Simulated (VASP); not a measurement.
Here is a VASP 6.6.1 calculation.

Contents of INCAR:

```
PREC = Accurate
ENCUT = 910
EDIFF = 1E-6
ISMEAR = -1
SIGMA = 0.1
LREAL = F
LASPH = T
NELM = 120
ALGO = Normal
ISIF = 2
LWAVE = F
LCHARG = F
NBANDS = 16
GGA_COMPAT = F
```

The input KPOINTS:

```
regular mesh
0
Gamma
  11 11 11
```

File POSCAR:

```
WC
1.0
    0.0000000000      2.1926840000      2.1926840000
    2.1926840000      0.0000000000      2.1926840000
    2.1926840000      2.1926840000      0.0000000000
W C
1 1
Direct
    0.0000000000      0.0000000000      0.0000000000
    0.5000000000      0.5000000000      0.5000000000
```

Potentials or basis: VASP PAW LDA potentials, release 64 (W_sv, C_h).

Run with:

```sh
$ cat potpaw_LDA.64/W_sv/POTCAR potpaw_LDA.64/C_h/POTCAR > POTCAR
$ mpirun -np 1 vasp_std > vasp.out
```

Q: What does it give for the pressure?

A: -13.8 GPa.

Q: Predict the band gap on the k mesh.

A: Zero (band 9 reaches 13.50 eV, above the bottom of band 10 at 10.45 eV).

Caveat: the cutoff is under 1.25 times the usual one of these potentials, so pressure, stress and relaxed cells hold a basis-set (Pulay) error; spin-orbit coupling is left out, which moves the levels of the heavy elements.
